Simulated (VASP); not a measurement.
A run of VASP 6.6.1:

Contents of INCAR:

```
SYSTEM = TiSi
  PREC = Accurate
  ENCUT = 520
  EDIFF = 1E-6
  ISMEAR = 0
  SIGMA = 0.15
  LREAL = .FALSE.
  LASPH = .TRUE.
  NELM = 100
  ALGO = Normal
  ISIF = 2
  LWAVE = .FALSE.
  LCHARG = .FALSE.
  GGA = PS
  NBANDS = 15
```

Contents of KPOINTS:

```
Automatic mesh
0
G
  24 24 18
  0 0 0
```

File POSCAR:

```
TiSi
1.0
    1.7462989930     -2.0016733798      0.0000000000
    1.7462989930      2.0016733798      0.0000000000
    0.0000000000      0.0000000000      4.0415143795
Ti Si
1 1
Direct
    0.5000000000      0.5000000000      0.0000000000
    0.0000000000      0.0000000000      0.5000000000
```

Potentials or basis: VASP PAW PBE potentials, release 64 (Ti_sv, Si).

Launch:

```console
$ cat potpaw_PBE.64/Ti_sv/POTCAR potpaw_PBE.64/Si/POTCAR > POTCAR
$ mpirun -np 1 vasp_std > vasp.out
```

Hardware: 1 thread of Intel(R) Xeon(R) 6975P-C (Granite Rapids), on a shared host.

Task: How long does it take, and how much memory?

Result: It took 3.3 min on 1 thread of Intel(R) Xeon(R) 6975P-C (Granite Rapids), on a shared host, peak memory 0.7 GiB. Counts: scf iterations 13, k points 1570.
